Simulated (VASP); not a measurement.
Input of a VASP 6.6.1 run:

INCAR

```
  ALGO = Normal
  EDIFF = 1E-8
  ENCUT = 520
  GGA = PE
  ISIF = 2
  ISMEAR = -1
  LASPH = T
  LCHARG = F
  LEFG = T
  LREAL = F
  LWAVE = F
  NBANDS = 15
  NELM = 60
  PREC = Accurate
  SIGMA = 0.02
```

KPOINTS

```
k-points
0
Gamma
  8 8 8
```

POSCAR

```
SrO
1.0
    0.0000000000      2.5698000000      2.5954980000
    2.5698000000      0.0000000000      2.5954980000
    2.5698000000      2.5698000000      0.0000000000
Sr O
1 1
Direct
    0.0000000000      0.0000000000      0.0000000000
    0.5000000000      0.5000000000      0.5000000000
```

Potentials or basis: VASP PAW PBE potentials, release 64 (Sr_sv, O).

Launch:

```console
$ cat potpaw_PBE.64/Sr_sv/POTCAR potpaw_PBE.64/O/POTCAR > POTCAR
$ mpirun -np 1 vasp_std > vasp.out
```

**Question.** Predict the band gap on the k mesh.

**Answer.** 3.25 eV, indirect (least direct gap 3.34 eV).

**Question.** What does it give for the pressure?

**Answer.** 2.6 GPa.

Stress tensor (GPa, compression positive):
```
3.00 0.00 0.00
0.00 3.00 0.00
0.00 0.00 1.67
```

Caveat: the cell differs from its parent crystal (zz strain of +1 %); without QUAD_EFG the Cq values of the log hold for a quadrupole moment of 1 mb, not for the nuclei. A k mesh can miss the band edges.
